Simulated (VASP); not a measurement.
Input of a VASP 6.6.1 run:

Contents of POSCAR:

```
K2S
1.0
    3.7031286609      3.7031286609      0.0000000000
   -3.7031286609      3.7031286609      0.0000000000
    0.0000000000      3.7031286609      3.7031286609
K S
2 1
Direct
    0.2500000000      0.7500000000      0.5000000000
    0.7500000000      0.2500000000      0.5000000000
    0.0000000000      0.0000000000      0.0000000000
```

The input INCAR.step1:

```
SYSTEM = K2S
PREC     = Accurate       ! precision mode
ENCUT    = 550            ! plane-wave cutoff, eV
ISMEAR   = 0              ! smearing method
SIGMA    = 0.01           ! smearing width, eV
LREAL    = .FALSE.        ! projectors in reciprocal space
LASPH    = .TRUE.         ! aspherical terms in the spheres
NELM     = 120            ! most SCF steps
GGA      = PE             ! functional
ALGO     = Normal         ! electronic algorithm
EDIFF    = 1E-5           ! SCF threshold, eV
LWAVE    = .TRUE.         ! write WAVECAR
LCHARG   = .FALSE.        ! write CHGCAR
GGA_COMPAT= .FALSE.      
IBRION   = 2              ! ionic algorithm
ISIF     = 3              ! what is computed and relaxed
EDIFFG   = -0.005         ! ionic threshold
NELMIN   = 4            
NSW      = 100            ! ionic steps
```

INCAR.step2

```
SYSTEM = K2S
PREC     = Accurate       ! precision mode
ENCUT    = 550            ! plane-wave cutoff, eV
EDIFF    = 1E-7           ! SCF threshold, eV
ISMEAR   = 0              ! smearing method
SIGMA    = 0.01           ! smearing width, eV
LREAL    = .FALSE.        ! projectors in reciprocal space
LASPH    = .TRUE.         ! aspherical terms in the spheres
NELM     = 120            ! most SCF steps
ALGO     = Normal         ! electronic algorithm
ISIF     = 3              ! what is computed and relaxed
LWAVE    = .FALSE.        ! write WAVECAR
LCHARG   = .FALSE.        ! write CHGCAR
METAGGA  = R2SCAN         ! meta-GGA
LMIXTAU  = .TRUE.       
IBRION   = 2              ! ionic algorithm
NSW      = 100            ! ionic steps
EDIFFG   = -0.002         ! ionic threshold
PSTRESS  = 40.0         
ISTART   = 1            
GGA_COMPAT= .FALSE.      
NELMIN   = 4
```

KPOINTS

```
regular mesh
0
G
  6 6 6
  0 0 0
```

Potentials or basis: VASP PAW PBE potentials, release 64 (K_sv, S).

Run with:

```console
$ cat potpaw_PBE.64/K_sv/POTCAR potpaw_PBE.64/S/POTCAR > POTCAR
$ cp INCAR.step1 INCAR
$ mpirun -np 1 vasp_std > vasp.out
$ cp INCAR.step2 INCAR
$ mpirun -np 1 vasp_std > vasp.out
```

(1) Estimate the band gap on the k mesh.

(2) What does it give for the space group after relaxing (to 0.1 Å)?

(3) Predict the relaxed volume.

Results:

(1) 3.12 eV (least direct gap 3.47 eV).

(2) Fm-3m (No. 225).

(3) 29.39 Å³/atom.

Caveat: the cell is relaxed towards a set pressure, so the run minimises the enthalpy, not the energy; the PAW data sets were made with another functional, which shifts forces and pressure a little.
